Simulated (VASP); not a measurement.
Here is a VASP 6.6.1 calculation.

The input INCAR:

```
SYSTEM = KMgF3
PREC = Accurate ; ENCUT = 600
EDIFF = 1E-6 ; ISMEAR = 0
SIGMA = 0.01 ; LREAL = .FALSE.
LASPH = .TRUE. ; NELM = 120
ALGO = Normal ; ISIF = 2
LWAVE = .FALSE. ; LCHARG = .TRUE.
GGA = PE ; LELF = .TRUE.
LVHAR = .TRUE. ; NBANDS = 24
GGA_COMPAT = .FALSE.
```

File KPOINTS:

```
Automatic mesh
0
G
  3 3 3
  0 0 0
```

Contents of POSCAR:

```
KMgF3
1.0
    3.9005397143      0.0000000000      0.0000000000
    0.0000000000      3.9005397143      0.0000000000
    0.0000000000      0.0000000000      3.9005397143
K Mg F
1 1 3
Direct
    0.5000000000      0.5000000000      0.5000000000
    0.0000000000      0.0000000000      0.0000000000
    0.5000000000      0.0000000000      0.0000000000
    0.0000000000      0.0000000000      0.5000000000
    0.0000000000      0.5000000000      0.0000000000
```

Potentials or basis: VASP PAW PBE potentials, release 64 (K_sv, Mg, F).

Launch:

```console
$ cat potpaw_PBE.64/K_sv/POTCAR potpaw_PBE.64/Mg/POTCAR potpaw_PBE.64/F/POTCAR > POTCAR
$ mpirun -np 1 vasp_std > vasp.out
```

Q: Predict the pressure.

A: 9.4 GPa.

Q: Estimate the band gap on the k mesh.

A: 8.00 eV, indirect (least direct gap 8.14 eV).

Caveat: the k points lie up to 0.54 Å⁻¹ apart. A k mesh can miss the band edges.
